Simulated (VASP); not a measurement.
# AlN (F-43m) in VASP: a series of runs

AlN is run at these levels: RPBE+D4; tasks: single point, relaxation of cell and atoms.

Everything below comes from runs of VASP 6.6.1. Logs are shortened: lines on timing, memory, paths and dates and some standing lists are left out, and cuts for length are marked.

### Step 1. The cell of the first run

Symmetry: F-43m, No. 216, cubic system. The conventional cell has a = 4.351 Å, b = 4.351 Å, c = 4.351 Å, α = 90.00°, β = 90.00°, γ = 90.00°. Al (site symmetry -43m) has 4 N at 1.88 Å within 2.5 Å. Within 2.5 Å of N (site symmetry -43m) lie 4 Al at 1.88 Å.

### Step 2. Single point, RPBE+D4

INCAR

```
PREC = Accurate
ENCUT = 600
EDIFF = 1E-6
ISMEAR = -1
SIGMA = 0.05
LREAL = F
LASPH = T
NELM = 120
ALGO = Normal
ISIF = 2
LWAVE = F
LCHARG = F
GGA = RP
IVDW = 13
NBANDS = 11
GGA_COMPAT = F
```

KPOINTS

```
Automatic mesh
0
Gamma
  10 10 10
```

POSCAR

```
AlN
1.0
    0.0000000000      2.1755033092      2.1755033092
    2.1755033092      0.0000000000      2.1755033092
    2.1755033092      2.1755033092      0.0000000000
Al N
1 1
Direct
    0.0000000000      0.0000000000      0.0000000000
    0.2500000000      0.2500000000      0.2500000000
```

Potentials or basis: VASP PAW PBE potentials, release 64 (Al, N).

On the command line:

```
cat potpaw_PBE.64/Al/POTCAR potpaw_PBE.64/N/POTCAR > POTCAR
mpirun -np 1 vasp_std > vasp.out
```

OUTCAR:

```text
PREC = Accurate
   ENCUT = 600
   EDIFF = 1E-6
   ISMEAR = -1
   LREAL = F
   LASPH = T
   NELM = 120
   ISIF = 2
   GGA = RP
   IVDW = 13

 ion  position               nearest neighbor table
   1  0.000  0.000  0.000-   2 1.88   2 1.88   2 1.88   2 1.88
   2  0.250  0.250  0.250-   1 1.88   1 1.88   1 1.88   1 1.88

  LATTYP: Found a face centered cubic cell.
 ALAT       =     4.3510066184

  Lattice vectors:

 A1 = (   0.0000000000,   2.1755033092,   2.1755033092)
 A2 = (   2.1755033092,   0.0000000000,   2.1755033092)
 A3 = (   2.1755033092,   2.1755033092,   0.0000000000)

Analysis of symmetry for initial positions (statically):
=====================================================================
 Subroutine PRICEL returns:
 Original cell was already a primitive cell.

 Routine SETGRP: Setting up the symmetry group for a
 face centered cubic supercell.

 Subroutine GETGRP returns: Found 24 space group operations
 (whereof 24 operations were pure point group operations)
 out of a pool of 48 trial point group operations.

The static configuration has the point symmetry T_d .

Analysis of symmetry for dynamics (positions and initial velocities):
=====================================================================
 Subroutine PRICEL returns:
 Original cell was already a primitive cell.

 Routine SETGRP: Setting up the symmetry group for a
 face centered cubic supercell.

 Subroutine GETGRP returns: Found 24 space group operations
 (whereof 24 operations were pure point group operations)
 out of a pool of 48 trial point group operations.

The dynamic configuration has the point symmetry T_d .

 Subroutine INISYM returns: Found 24 space group operations
 (whereof 24 operations are pure point group operations),
 and found     1 'primitive' translations

----------------------------------------------------------------------------------------

                                     Primitive cell

  volume of cell :      20.5925

  direct lattice vectors                    reciprocal lattice vectors
     0.000000000  2.175503309  2.175503309    -0.229831873  0.229831873  0.229831873
     2.175503309  0.000000000  2.175503309     0.229831873 -0.229831873  0.229831873
     2.175503309  2.175503309  0.000000000     0.229831873  0.229831873 -0.229831873

  length of vectors
     3.076626285  3.076626285  3.076626285     0.398080481  0.398080481  0.398080481

  position of ions in fractional coordinates (direct lattice)
     0.000000000  0.000000000  0.000000000
     0.250000000  0.250000000  0.250000000

  ion indices of the primitive-cell ions
[... 85 lines left out ...]
   PSTRESS=    0.0 pullay stress
   NELECT =       8.0000    total number of electrons
   NUPDOWN=      -1.0000    fix difference up-down
   EMIN   =  10.00;   EMAX   =-10.00  energy-range for DOS
   EFERMI =   0.00;   METHOD = LEGACY
   ISMEAR =    -1;   SIGMA  =   0.05  broadening in eV -4-tet -1-fermi 0-gaus
   EFERMI_NEDOS =   21; number of points for ismear=-14 and -15
   IALGO  =     38    algorithm
   IMIX   =      4    mixing-type and parameters
     AMIX     =   0.40;   BMIX     =  1.00
     AMIX_MAG =   1.60;   BMIX_MAG =  1.00
  volume/ion in A,a.u.               =      10.30        69.48
  Fermi-wavevector in a.u.,A,eV,Ry     =   1.194543  2.257359 19.414598  1.426933
  Thomas-Fermi vector in A             =   2.330530
   LORBIT       =      0    0 simple, 1 ext, 2 COOP (PROOUT), +10 PAW based schemes
   GGA     = RP    functional components
   LHFCALC =     F    Hartree Fock is set to
   AEXX    =    0.0000 exact exchange contribution
   IVDW    =    13    specifies the selected vdW correction
   LEPSILON=     F    determine dielectric tensor
   LRPA    =     F    only Hartree local field effects (RPA)
 non-spin polarized calculation
  energy-cutoff  :      600.00
  volume of cell :       20.59
 maximum number of plane-waves:       701
 NGX is ok and might be reduce to    28
   NGX = 13   NGY = 13   NGZ = 13

 number of electron       8.0000000 magnetization

 Free energy of the ion-electron system (eV)
  ---------------------------------------------------
  ext. energy  EPLUGINS =         0.00000000
  ---------------------------------------------------
  free energy    TOTEN  =       -14.10022320 eV

  energy without entropy =      -14.10022320  energy(sigma->0) =      -14.10022320

 E-fermi :   7.2509     XC(G=0): -10.8591

 val. band max:        6.1926505133   @ k =   0.0000   0.0000   0.0000
 cond. band min:       9.5608238824   @ k =   0.5000   0.5000   0.0000
 fundamental gap:      3.3681733691
 Fermi energy:         7.2508621929

 k-point     1 :       0.0000    0.0000    0.0000
  band No.  band energies     occupation
      1      -8.8976      2.00000
      2       6.1927      2.00000
      3       6.1927      2.00000
      4       6.1927      2.00000
      5      10.5276      0.00000
      6      18.9772      0.00000
      7      18.9772      0.00000
      8      18.9772      0.00000
      9      23.9955      0.00000
     10      23.9955      0.00000
     11      25.4699      0.00000
[... 309 lines left out ...]
 k-point    24 :       0.4000    0.3000    0.0000
  band No.  band energies     occupation
      1      -6.8824      2.00000
      2       2.0397      2.00000
      3       4.4920      2.00000
      4       4.7902      2.00000
      5      11.1802      0.00000
      6      15.9101      0.00000
      7      18.6925      0.00000
      8      21.0192      0.00000
      9      21.5463      0.00000
     10      27.6912      0.00000
     11      30.0239      0.00000

 [... further k-points ...]

------------------------ aborting loop because EDIFF is reached ----------------------------------------

  DFT-D4 for vdW energy calculation

  Edisp (eV):   -1.30440

  FORCE on cell =-STRESS in cart. coord.  units (eV):
  Direction    XX          YY          ZZ          XY          YZ          ZX
  --------------------------------------------------------------------------------------
  -------------------------------------------------------------------------------------
  Total      -0.10707    -0.10707    -0.10707     0.00000    -0.00000     0.00000
  in kB      -8.33015    -8.33015    -8.33015     0.00000    -0.00000     0.00000
  external pressure =       -8.33 kB  Pullay stress =        0.00 kB

 VOLUME and BASIS-vectors are now :
 -----------------------------------------------------------------------------
  energy-cutoff  :      600.00
  volume of cell :       20.59
      direct lattice vectors                 reciprocal lattice vectors
     0.000000000  2.175503309  2.175503309    -0.229831873  0.229831873  0.229831873
     2.175503309  0.000000000  2.175503309     0.229831873 -0.229831873  0.229831873
     2.175503309  2.175503309  0.000000000     0.229831873  0.229831873 -0.229831873

 POSITION                                       TOTAL-FORCE (eV/Angst)
 -----------------------------------------------------------------------------------
      0.00000      0.00000      0.00000         0.000000      0.000000     -0.000000
      1.08775      1.08775      1.08775        -0.000000     -0.000000      0.000000
 -----------------------------------------------------------------------------------
    total drift:                                0.000000      0.000000      0.000000

  FREE ENERGIE OF THE ION-ELECTRON SYSTEM (eV)
  ---------------------------------------------------
  free  energy   TOTEN  =       -15.4046260556 eV

  energy  without entropy=      -15.4046260556  energy(sigma->0) =      -15.40462606
```

OSZICAR:

```text
N       E                     dE             d eps       ncg     rms          rms(c)
DAV:   1     0.159031842336E+02    0.15903E+02   -0.42595E+03  1042   0.692E+02
DAV:   2    -0.153250181101E+02   -0.31228E+02   -0.29848E+02  1213   0.158E+02
DAV:   3    -0.164305005094E+02   -0.11055E+01   -0.11036E+01  1304   0.284E+01
DAV:   4    -0.164363756757E+02   -0.58752E-02   -0.58747E-02  1193   0.216E+00
DAV:   5    -0.164364454115E+02   -0.69736E-04   -0.69735E-04  1261   0.233E-01    0.881E+00
DAV:   6    -0.140908461375E+02    0.23456E+01   -0.11361E+01  1285   0.179E+01    0.303E+00
DAV:   7    -0.140966167160E+02   -0.57706E-02   -0.19394E-01  1163   0.332E+00    0.220E+00
DAV:   8    -0.141016376872E+02   -0.50210E-02   -0.34962E-02  1151   0.178E+00    0.615E-01
DAV:   9    -0.141001200093E+02    0.15177E-02   -0.40727E-03  1229   0.394E-01    0.258E-01
DAV:  10    -0.141002021824E+02   -0.82173E-04   -0.73470E-04  1139   0.175E-01    0.283E-02
DAV:  11    -0.141002227954E+02   -0.20613E-04   -0.62408E-05  1196   0.529E-02    0.172E-02
DAV:  12    -0.141002231956E+02   -0.40019E-06   -0.15008E-06  1170   0.915E-03
   1 F= -.15404626E+02 E0= -.15404626E+02  d E =-.306402E-10
```

Run time: 16 s. Hardware: 1 thread of Intel Xeon Platinum 8488C (Sapphire Rapids), shared host; peak memory 0.15 GiB.

What came out:

| Property | Result |
| --- | --- |
| Free energy | -15.4046 eV |
| Pressure | -0.8 GPa |
| Band gap on the k mesh | 3.37 eV (least direct gap 4.33 eV) |
| Dispersion energy per atom | -0.652 eV |

Caveat: the PAW data sets were made with another functional, which shifts forces and pressure a little.

### Step 3. Relaxation of cell and atoms, RPBE+D4

This run uses another cell than the first one, of 10.42 Å³/atom.

INCAR

```
PREC = Accurate
ENCUT = 600
EDIFF = 1E-7
ISMEAR = -1
SIGMA = 0.05
LREAL = False
LASPH = True
NELM = 120
ALGO = Normal
ISIF = 3
LWAVE = False
LCHARG = False
GGA = RP
IVDW = 13
IBRION = 2
NSW = 60
EDIFFG = -0.01
GGA_COMPAT = False
NELMIN = 4
```

KPOINTS is that of step 2.

POSCAR

```
AlN
1.0
    0.0000000000      2.1839935596      2.1839935596
    2.1839935596      0.0000000000      2.1839935596
    2.1839935596      2.1839935596      0.0000000000
Al N
1 1
Direct
    0.0000000000      0.0000000000      0.0000000000
    0.2500000000      0.2500000000      0.2500000000
```

Potentials or basis: VASP PAW PBE potentials, release 64 (Al, N).

On the command line:

```
cat potpaw_PBE.64/Al/POTCAR potpaw_PBE.64/N/POTCAR > POTCAR
mpirun -np 1 vasp_std > vasp.out
```

It took 30 s on 1 thread of Intel Xeon Platinum 8488C (Sapphire Rapids), shared host; peak memory 0.15 GiB.

The run converged. Its results:

```yaml
Free_energy: -15.4051 eV
Relaxed_volume: 10.26 Å³/atom
Relaxed_cell: a = 3.073 Å, b = 3.073 Å, c = 3.073 Å, α = 60.00°, β = 60.00°, γ = 60.00°
Space_group_after_relaxing_to_0.1_Å: F-43m (No. 216)
Energy_gained_by_relaxing: 2.5 meV/atom
Ionic_steps: 4
Pressure_after_relaxing: 0.0 GPa
Band_gap_on_the_k_mesh: 3.37 eV (least direct gap 4.37 eV)
Dispersion_energy_per_atom: -0.655 eV
```

Step by step:
| step | energy change (eV) | largest force (eV/Å) | pressure (GPa) | volume (Å³) |
| --- | --- | --- | --- | --- |
| 1 | 0.0000 | 0.0000 | -3.09 | 20.83 |
| 2 | -0.0026 | 0.0000 | 2.84 | 20.23 |
| 3 | -0.0049 | 0.0000 | 0.67 | 20.44 |
| 4 | -0.0050 | 0.0000 | -0.01 | 20.51 |

Final structure:
```
Al N
1.0
     0.00000    2.17266    2.17266
     2.17266    0.00000    2.17266
     2.17266    2.17266    0.00000
Al N
1 1
Cartesian
  0.0000 0.0000 0.0000
  1.0863 1.0863 1.0863
```

Levels at points of the mesh, in eV from the valence-band top:
```tsv
k point	band 2	band 3	band 4	band 5	band 6	band 7
(0.00, 0.00, 0.00)	0.00	0.00	0.00	4.37	12.82	12.82
(0.50, 0.00, 0.00)	-5.89	-0.48	-0.48	7.61	10.03	11.32
(0.50, 0.50, 0.00)	-4.92	-1.78	-1.78	3.37	8.82	14.31
```

Caveat: the PAW data sets were made with another functional, which shifts forces and pressure a little. A k mesh can miss the band edges.
